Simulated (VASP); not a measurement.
# BiTe (R-3m) in VASP: further runs

The runs below take BiTe through single point, with PBE.

Program: VASP 6.6.1. These are calculated values, not measurements. Logs are shortened: lines on timing, memory, paths and dates and some standing lists are left out, and cuts for length are marked.

### 1 The cell of the first run

The structure is trigonal, space group R-3m (No. 166). The conventional cell has a = 4.991 Å, b = 4.991 Å, c = 10.101 Å, α = 90.00°, β = 90.00°, γ = 120.00°. Bi (site symmetry -3m) has 6 Te at 3.34 Å within 4.4 Å. Within 4.4 Å of Te (site symmetry -3m) lie 6 Bi at 3.34 Å.

### 2 Single point, PBE (strain +0.030 along x and y, +0.015 along z)

Input file INCAR:

```
PREC     = Accurate       # precision mode
ENCUT    = 520            # plane-wave cutoff, eV
EDIFF    = 1E-7           # SCF threshold, eV
ISMEAR   = 0              # smearing method
SIGMA    = 0.15           # smearing width, eV
LREAL    = False          # projectors in reciprocal space
LASPH    = True           # aspherical terms in the spheres
NELM     = 100            # most SCF steps
ALGO     = Normal         # electronic algorithm
ISIF     = 2              # what is computed and relaxed
LWAVE    = False          # write WAVECAR
LCHARG   = False          # write CHGCAR
GGA      = PE             # functional
NBANDS   = 18             # bands
```

Input file KPOINTS:

```
Automatic mesh
0
Gamma
  12 12 12
```

Input file POSCAR:

```
BiTe
1.0
    2.4953890060      1.4407135143      3.3670513338
   -2.4953890060      1.4407135143      3.3670513338
    0.0000000000     -2.8814270287      3.3670513338
Bi Te
1 1
Direct
    0.5000000000      0.5000000000      0.5000000000
    0.0000000000      0.0000000000      0.0000000000
```

Potentials or basis: VASP PAW PBE potentials, release 64 (Bi_d, Te).

Launch:

```sh
$ cat potpaw_PBE.64/Bi_d/POTCAR potpaw_PBE.64/Te/POTCAR > POTCAR
$ mpirun -np 1 vasp_std > vasp.out
```

OUTCAR:

```text
PREC = Accurate
   ENCUT = 520
   EDIFF = 1E-7
   ISMEAR = 0
   LREAL = False
   LASPH = True
   NELM = 100
   ISIF = 2
   GGA = PE

 ion  position               nearest neighbor table
   1  0.500  0.500  0.500-   2 3.34   2 3.34   2 3.34   2 3.34   2 3.34   2 3.34
   2  0.000  0.000  0.000-   1 3.34   1 3.34   1 3.34   1 3.34   1 3.34   1 3.34

  LATTYP: Found a trigonal (rhomboedric) cell.
 ALAT       =     4.4316651956
 COS(alpha) =     0.3658782860

  Lattice vectors:

 A1 = (   2.4953890060,   1.4407135143,   3.3670513338)
 A2 = (  -2.4953890060,   1.4407135143,   3.3670513338)
 A3 = (   0.0000000000,  -2.8814270287,   3.3670513338)

Analysis of symmetry for initial positions (statically):
=====================================================================
 Subroutine PRICEL returns:
 Original cell was already a primitive cell.

 Routine SETGRP: Setting up the symmetry group for a
 trigonal (rhombohedral) supercell.

 Subroutine GETGRP returns: Found 12 space group operations
 (whereof 12 operations were pure point group operations)
 out of a pool of 12 trial point group operations.

The static configuration has the point symmetry D_3d.

Analysis of symmetry for dynamics (positions and initial velocities):
=====================================================================
 Subroutine PRICEL returns:
 Original cell was already a primitive cell.

 Routine SETGRP: Setting up the symmetry group for a
 trigonal (rhombohedral) supercell.

 Subroutine GETGRP returns: Found 12 space group operations
 (whereof 12 operations were pure point group operations)
 out of a pool of 12 trial point group operations.

The dynamic configuration has the point symmetry D_3d.

 Subroutine INISYM returns: Found 12 space group operations
 (whereof 12 operations are pure point group operations),
 and found     1 'primitive' translations

----------------------------------------------------------------------------------------

                                     Primitive cell

  volume of cell :      72.6301

  direct lattice vectors                    reciprocal lattice vectors
     2.495389006  1.440713514  3.367051334     0.200369561  0.115683420  0.098998590
    -2.495389006  1.440713514  3.367051334    -0.200369561  0.115683420  0.098998590
     0.000000000 -2.881427029  3.367051334     0.000000000 -0.231366840  0.098998590

  length of vectors
     4.431665196  4.431665196  4.431665196     0.251657178  0.251657178  0.251657178

  position of ions in fractional coordinates (direct lattice)
     0.500000000  0.500000000  0.500000000
     0.000000000  0.000000000  0.000000000

  ion indices of the primitive-cell ions
   primitive index   ion index
                 1           1
                 2           2

----------------------------------------------------------------------------------------

 KPOINTS: Automatic mesh

Automatic generation of k-mesh.
 Grid dimensions read from file:
 generate k-points for:   12   12   12

 Generating k-lattice:

  Cartesian coordinates                     Fractional coordinates (reciprocal lattice)
     0.016697463  0.009640285  0.008249882     0.083333333  0.000000000  0.000000000
    -0.016697463  0.009640285  0.008249882     0.000000000  0.083333333  0.000000000
     0.000000000 -0.019280570  0.008249882     0.000000000  0.000000000  0.083333333

  Length of vectors
     0.020971432  0.020971432  0.020971432

  Shift w.r.t. Gamma in fractional coordinates (k-lattice)
     0.000000000  0.000000000  0.000000000

 Subroutine IBZKPT returns following result:
 ===========================================

 Found    189 irreducible k-points:

 Following reciprocal coordinates:
            Coordinates               Weight
  0.000000  0.000000  0.000000      1.000000
  0.083333  0.000000  0.000000      6.000000
  0.166667  0.000000  0.000000      6.000000
  0.250000  0.000000  0.000000      6.000000
  0.333333  0.000000  0.000000      6.000000
  0.416667 -0.000000  0.000000      6.000000
[... 16 lines left out ...]
  0.500000  0.166667  0.000000     12.000000
 -0.416667  0.166667 -0.000000     12.000000
 [... further k-points ...]
   k-points           NKPTS =    189   k-points in BZ     NKDIM =    189   number of bands    NBANDS=     18
   number of dos      NEDOS =    301   number of ions     NIONS =      2
   total plane-waves  NPLWV =  46656
   dimension x,y,z NGX =    36 NGY =   36 NGZ =   36
   dimension x,y,z NGXF=    72 NGYF=   72 NGZF=   72
   ions per type =               1   1
   NGX,Y,Z   is equivalent  to a cutoff of  13.50, 13.50, 13.50 a.u.
   NGXF,Y,Z  is equivalent  to a cutoff of  27.01, 27.01, 27.01 a.u.
 SYSTEM =  unknown system
   PREC   = accura    normal or accurate (medium, high low for compatibility)
   ISTART =      0    job   : 0-new  1-cont  2-samecut
   ICHARG =      2    charge: 1-file 2-atom 10-const
   ISPIN  =      1    spin polarized calculation?
   LNONCOLLINEAR =      F non collinear calculations
   LSORBIT =      F    spin-orbit coupling
   LASPH  =      T    aspherical Exc in radial PAW
   ENCUT  =  520.0 eV  38.22 Ry    6.18 a.u.   8.24  8.24  8.24*2*pi/ulx,y,z
   NELM   =    100;   NELMIN=  2; NELMDL= -5     # of ELM steps
   EDIFF  = 0.1E-06   stopping-criterion for ELM
   LREAL  =      F    real-space projection
   EDIFFG = 0.1E-05   stopping-criterion for IOM
   NSW    =      0    number of steps for IOM
   IBRION =     -1    ionic relax: 0-MD 1-quasi-New 2-CG
   NFREE  =      0    steps in history (QN), initial steepest desc. (CG)
   ISIF   =      2    stress and relaxation
   ISYM   =      2    0-nonsym 1-usesym 2-fastsym
   POTIM  = 0.5000    time-step for ionic-motion
   TEBEG  =    0.0;   TEEND  =   0.0 temperature during run
   PSTRESS=    0.0 pullay stress
   NELECT =      21.0000    total number of electrons
   NUPDOWN=      -1.0000    fix difference up-down
   EMIN   =  10.00;   EMAX   =-10.00  energy-range for DOS
   EFERMI =   0.00;   METHOD = LEGACY
   ISMEAR =     0;   SIGMA  =   0.15  broadening in eV -4-tet -1-fermi 0-gaus
   EFERMI_NEDOS =   21; number of points for ismear=-14 and -15
   IALGO  =     38    algorithm
   IMIX   =      4    mixing-type and parameters
     AMIX     =   0.40;   BMIX     =  1.00
     AMIX_MAG =   1.60;   BMIX_MAG =  1.00
  volume/ion in A,a.u.               =      36.32       245.07
  Fermi-wavevector in a.u.,A,eV,Ry     =   1.082536  2.045696 15.944449  1.171884
  Thomas-Fermi vector in A             =   2.218580
   LORBIT       =      0    0 simple, 1 ext, 2 COOP (PROOUT), +10 PAW based schemes
   GGA     = PE    functional components
   LHFCALC =     F    Hartree Fock is set to
   AEXX    =    0.0000 exact exchange contribution
   IVDW    =     0    specifies the selected vdW correction
   LEPSILON=     F    determine dielectric tensor
   LRPA    =     F    only Hartree local field effects (RPA)
 non-spin polarized calculation
 Gauss-broadening in eV      SIGMA  =   0.15
  energy-cutoff  :      520.00
  volume of cell :       72.63
 maximum number of plane-waves:      1996
 NGX is ok and might be reduce to    36
   NGX = 17   NGY = 17   NGZ = 17

 number of electron      20.9999995 magnetization

 Free energy of the ion-electron system (eV)
  ---------------------------------------------------
  ext. energy  EPLUGINS =         0.00000000
  ---------------------------------------------------
  free energy    TOTEN  =        -7.13091281 eV

  energy without entropy =       -7.11506745  energy(sigma->0) =       -7.12299013

 E-fermi :   5.7914     XC(G=0):  -9.1532

 val. band max:        5.7799925125   @ k =  -0.4167   0.1667   0.1667
 cond. band min:       5.7965030884   @ k =   0.3333   0.0833   0.0833
 fundamental gap:      0.0165105759
 Fermi energy:         5.7914097054

 k-point     1 :       0.0000    0.0000    0.0000
  band No.  band energies     occupation
      1     -17.4160      2.00000
      2     -17.4160      2.00000
      3     -17.4029      2.00000
      4     -17.4029      2.00000
      5     -17.3933      2.00000
      6      -7.1884      2.00000
[... 10 lines left out ...]
     17      12.6176      0.00000
     18      12.6524      0.00000

 k-point     2 :       0.0833    0.0000    0.0000
  band No.  band energies     occupation
      1     -17.4159      2.00000
      2     -17.4159      2.00000
      3     -17.4032      2.00000
      4     -17.4026      2.00000
      5     -17.3932      2.00000
      6      -7.1351      2.00000
[... 10 lines left out ...]
     17      12.4109      0.00000
     18      12.8940      0.00000

 k-point     3 :       0.1667    0.0000    0.0000
  band No.  band energies     occupation
      1     -17.4156      2.00000
      2     -17.4156      2.00000
      3     -17.4039      2.00000
      4     -17.4017      2.00000
      5     -17.3929      2.00000
      6      -6.9762      2.00000
[... 10 lines left out ...]
     17      12.9374      0.00000
     18      13.5794      0.00000

 k-point     4 :       0.2500    0.0000    0.0000
  band No.  band energies     occupation
      1     -17.4154      2.00000
      2     -17.4152      2.00000
      3     -17.4049      2.00000
      4     -17.4006      2.00000
      5     -17.3923      2.00000
      6      -6.7150      2.00000
[... 375 lines left out ...]
      4     -17.3980      2.00000
      5     -17.3909      2.00000
      6      -6.0498      2.00000
[... 10 lines left out ...]
     17      14.8907      0.00000
     18      15.2631      0.00000

 k-point    23 :       0.5000    0.1667    0.0000
  band No.  band energies     occupation
      1     -17.4159      2.00000
      2     -17.4143      2.00000
      3     -17.4060      2.00000
      4     -17.3981      2.00000
      5     -17.3905      2.00000
      6      -5.6214      2.00000
[... 10 lines left out ...]
     17      15.1894      0.00000
     18      16.0449      0.00000

 k-point    24 :      -0.4167    0.1667   -0.0000
  band No.  band energies     occupation
      1     -17.4153      2.00000
      2     -17.4145      2.00000
      3     -17.4058      2.00000
      4     -17.3984      2.00000
      5     -17.3907      2.00000
      6      -5.4885      2.00000
[... 10 lines left out ...]
     17      14.5997      0.00000
     18      15.4509      0.00000

 [... further k-points ...]
[... 5 lines left out ...]
  --------------------------------------------------------------------------------------
  -------------------------------------------------------------------------------------
  Total       -1.6376496     -1.6376496     -1.0587738      0.0000000      0.0000000      0.0000000
  in kB      -36.1255675    -36.1255675    -23.3559163      0.0000000      0.0000000      0.0000000
  external PRESSURE =     -31.8690171 kB  Pullay stress =       0.0000000 kB

 VOLUME and BASIS-vectors are now :
 -----------------------------------------------------------------------------
  energy-cutoff  :      520.00
  volume of cell :       72.63
      direct lattice vectors                 reciprocal lattice vectors
     2.495389006  1.440713514  3.367051334     0.200369561  0.115683420  0.098998590
    -2.495389006  1.440713514  3.367051334    -0.200369561  0.115683420  0.098998590
     0.000000000 -2.881427029  3.367051334     0.000000000 -0.231366840  0.098998590

 POSITION                                       TOTAL-FORCE (eV/Angst)
 -----------------------------------------------------------------------------------
      0.00000     -0.00000      5.05058         0.000000      0.000000      0.000000
      0.00000      0.00000      0.00000         0.000000     -0.000000     -0.000000
 -----------------------------------------------------------------------------------
    total drift:                               -0.000000     -0.000000      0.000000

  FREE ENERGIE OF THE ION-ELECTRON SYSTEM (eV)
  ---------------------------------------------------
  free  energy   TOTEN  =        -7.1309128058 eV

  energy  without entropy=       -7.1150674521  energy(sigma->0) =       -7.12299013
```

Wall time 2.2 min (1 thread of AMD EPYC 9R45 (Zen 5), shared host); peak memory 0.36 GiB.

Results:

```yaml
Free_energy: -7.1309 eV
Pressure: -3.2 GPa
```

Caveat: the cell differs from its parent crystal (strain +0.030 along x and y, +0.015 along z); spin-orbit coupling is left out, which moves the levels of the heavy elements.

### 3 Single point, PBE (strain +0.030 along x and y, +0.030 along z)

Input file INCAR:

```
SYSTEM = BiTe
PREC = Accurate ; ENCUT = 520
EDIFF = 1E-7 ; ISMEAR = 0
SIGMA = 0.15 ; LREAL = .False.
LASPH = .True. ; NELM = 60
ALGO = Normal ; ISIF = 2
LWAVE = .False. ; LCHARG = .True.
GGA = PE ; LELF = .True.
LVHAR = .True. ; NBANDS = 18
```

Input file KPOINTS:

```
regular mesh
0
Gamma
  12 12 12
  0 0 0
```

Input file POSCAR:

```
BiTe
1.0
    2.4953890060      1.4407135143      3.4168107131
   -2.4953890060      1.4407135143      3.4168107131
    0.0000000000     -2.8814270287      3.4168107131
Bi Te
1 1
Direct
    0.5000000000      0.5000000000      0.5000000000
    0.0000000000      0.0000000000      0.0000000000
```

Potentials or basis: VASP PAW PBE potentials, release 64 (Bi_d, Te).

Launch:

```sh
$ cat potpaw_PBE.64/Bi_d/POTCAR potpaw_PBE.64/Te/POTCAR > POTCAR
$ mpirun -np 1 vasp_std > vasp.out
```

Wall time 2.3 min (1 thread of AMD EPYC 9R45 (Zen 5), shared host); peak memory 0.36 GiB.

Results (log left out):

```
Free energy : -7.1141 eV
Pressure    : -3.5 GPa
```

Stress tensor (GPa, compression positive):
```
-3.92  0.00  0.00
 0.00 -3.92  0.00
 0.00  0.00 -2.79
```

Levels at points of the mesh, in eV from the Fermi level:
| k point | band 6 | band 7 | band 8 | band 9 | band 10 | band 11 | band 12 | band 13 | band 14 | band 15 |
| --- | --- | --- | --- | --- | --- | --- | --- | --- | --- | --- |
| (0.00, 0.00, 0.00) | -12.91 | -8.55 | -2.64 | -2.64 | -1.47 | 1.68 | 2.29 | 2.29 | 4.25 | 4.25 |
| (0.50, 0.00, 0.00) | -11.22 | -11.07 | -1.73 | -1.69 | -1.04 | -0.89 | -0.48 | 0.27 | 6.67 | 6.77 |
| (0.50, 0.50, 0.00) | -11.39 | -9.95 | -5.02 | -4.03 | -2.97 | 2.71 | 2.72 | 3.21 | 4.01 | 7.95 |
| (0.50, 0.50, 0.50) | -10.95 | -10.75 | -2.12 | -2.12 | -2.09 | -1.40 | -1.06 | -1.06 | 7.71 | 8.22 |

Caveat: the cell differs from its parent crystal (strain +0.030 along x and y, +0.030 along z); spin-orbit coupling is left out, which moves the levels of the heavy elements.

### 4 Single point, PBE (strain +0.000 along x and y, -0.015 along z)

Input file INCAR:

```
SYSTEM = BiTe
PREC = Accurate
ENCUT = 520
EDIFF = 1E-6
ISMEAR = 0
SIGMA = 0.15
LREAL = .FALSE.
LASPH = .TRUE.
NELM = 100
ALGO = Normal
ISIF = 2
LWAVE = .FALSE.
LCHARG = .TRUE.
GGA = PE
LELF = .TRUE.
LVHAR = .TRUE.
NBANDS = 18
```

Input file KPOINTS:

```
regular mesh
0
G
  12 12 12
  0 0 0
```

Input file POSCAR:

```
BiTe
1.0
    2.4227077728      1.3987509848      3.2675325752
   -2.4227077728      1.3987509848      3.2675325752
    0.0000000000     -2.7975019696      3.2675325752
Bi Te
1 1
Direct
    0.5000000000      0.5000000000      0.5000000000
    0.0000000000      0.0000000000      0.0000000000
```

Launch:

```sh
$ cat potpaw_PBE.64/Bi_d/POTCAR potpaw_PBE.64/Te/POTCAR > POTCAR
$ mpirun -np 1 vasp_std > vasp.out
```

Run time: 87 s. Hardware: 1 thread of Intel Xeon Platinum 8488C (Sapphire Rapids), shared host; peak memory 0.34 GiB.

It converged, with:

| Item | Value |
| --- | --- |
| Free energy | -7.1869 eV |
| Pressure | 0.5 GPa |

Stress tensor (GPa, compression positive):
```
0.46 0.00 0.00
0.00 0.46 0.00
0.00 0.00 0.58
```

Levels at points of the mesh, in eV from the Fermi level:
```csv
k point,band 6,band 7,band 8,band 9,band 10,band 11,band 12,band 13,band 14,band 15
"(0.00, 0.00, 0.00)",-13.57,-8.24,-2.97,-2.97,-1.57,1.90,2.59,2.59,4.00,4.00
"(0.50, 0.00, 0.00)",-11.63,-11.40,-1.87,-1.84,-0.98,-0.96,-0.60,0.41,6.65,6.81
"(0.50, 0.50, 0.00)",-11.73,-9.97,-5.68,-4.59,-3.27,2.41,3.06,3.64,4.62,8.17
"(0.50, 0.50, 0.50)",-11.25,-10.94,-2.42,-2.42,-2.30,-1.63,-1.34,-1.34,8.12,8.68
```

Caveat: the cell differs from its parent crystal (strain +0.000 along x and y, -0.015 along z); spin-orbit coupling is left out, which moves the levels of the heavy elements.

### 5 The runs side by side

| cell | gap on the mesh (eV) | pressure (GPa) |
| --- | --- | --- |
| a = 4.432 Å, angles 68.5°, 2 atoms | none | -3.2 |
| a = 4.470 Å, angles 67.9°, 2 atoms | none | -3.5 |
| a = 4.301 Å, angles 68.6°, 2 atoms | none | 0.5 |

Alike in all rows: task single point; level PBE; potentials or basis VASP PAW PBE potentials, release 64 (Bi_d, Te); no spin polarisation; k mesh 12 × 12 × 12; cutoff (eV) 520; smearing gaussian 0.15 eV.

Caveats: spin-orbit coupling is left out, which moves the levels of the heavy elements.

Absolute energies hang on the potentials; compare differences alone.
